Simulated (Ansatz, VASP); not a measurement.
Given: the input of a run of VASP 6.6.1 on MnO2.

File INCAR:

```
SYSTEM = MnO2
PREC = Accurate
ENCUT = 520
EDIFF = 1E-7
ISMEAR = -1
SIGMA = 0.05
LREAL = .FALSE.
LASPH = .TRUE.
NELM = 150
ALGO = Normal
ISIF = 2
LWAVE = .FALSE.
LCHARG = .TRUE.
ISPIN = 2
MAGMOM = 3 3 0 0 0 0
LORBIT = 11
NUPDOWN = 6.0
LMAXMIX = 4
GGA = PE
LELF = .TRUE.
LVHAR = .TRUE.
NBANDS = 38
```

The input KPOINTS:

```
Automatic mesh
0
G
  8 6 4
  0 0 0
```

Contents of POSCAR:

```
MnO2
1.0
    2.9041580000      0.0000000000      0.0000000000
    0.0000000000      3.8448100000      0.0000000000
    0.0000000000      0.0000000000      6.1642640000
Mn O
2 4
Direct
    0.5000000000      0.5000000000      0.3433015000
    0.0000000000      0.0000000000      0.6566985000
    0.5000000000      0.0000000000      0.8375675000
    0.0000000000      0.5000000000      0.1624325000
    0.5000000000      0.0000000000      0.4217995000
    0.0000000000      0.5000000000      0.5782005000
```

Potentials or basis: VASP PAW PBE potentials, release 64 (Mn_pv, O).

Command:

```console
$ cat potpaw_PBE.64/Mn_pv/POTCAR potpaw_PBE.64/O/POTCAR > POTCAR
$ mpirun -np 1 vasp_std > vasp.out
```

Question: Set up the same calculation for Ansatz 0.2.0. Potentials there: Ansatz PAW.

Answer: As run (the cutoff follows the program's own potentials):

input.yaml

```yaml
crystal:
  lattice:
    - [2.904158, 0.0, 0.0]
    - [0.0, 3.84481, 0.0]
    - [0.0, 0.0, 6.164264]
  atoms:
    - { symbol: Mn, position: [0.5, 0.5, 0.3433015], spin: 3.0 }
    - { symbol: Mn, position: [0.0, 0.0, 0.6566985], spin: 3.0 }
    - { symbol: O, position: [0.5, 0.0, 0.8375675] }
    - { symbol: O, position: [0.0, 0.5, 0.1624325] }
    - { symbol: O, position: [0.5, 0.0, 0.4217995] }
    - { symbol: O, position: [0.0, 0.5, 0.5782005] }
hamiltonian:
  xc: pbe
  pseudopotentials: { kind: paw }
magnetization:
  spin_polarized: true
  initial_magnetization: 6.0
  spin_locking: { lock_magnetization: hard }
kpoints:
  mp_grid: { grid: [8, 6, 4] }
scf:
  occupations: { method: fermi_dirac, width: 0.05 }
  lower_state_search: "off"
output:
  forces: true
  stress: true
  eigenvalues: true
```

Potentials or basis: Ansatz PAW.

The run is started by

```sh
$ ansatz run input.yaml --threads 2 --pin off --max-ram 5632MiB --backend cpu --events-out ev --progress --plain --runs-dir out
```

Both were run:

|  | VASP | Ansatz | Ansatz less VASP |
| --- | --- | --- | --- |
| pressure (GPa) | -6.4 | -7.2 | -0.78 |
| traceless stress, the component that is largest in VASP (GPa) | -3.66 | -4.09 | -0.428 |
| rms of the force components (eV/Å) | 0.250 | 0.299 | +0.0490 |
| net moment per atom (μB) | 1.00 | 1.00 | 0.000 |
| size of the moment on the site where the two differ most (μB) | 2.79 | 2.41 | -0.381 |

Site moments also hang on the region over which each program counts them. Atom by atom the forces differ by 0.049 eV/Å (rms over components). With one functional, cell and mesh, what is left measures potentials, basis and numerics. VASP's potentials hold 50 valence electrons a cell and Ansatz's 54, so a difference there can come from the potentials and not from the codes.
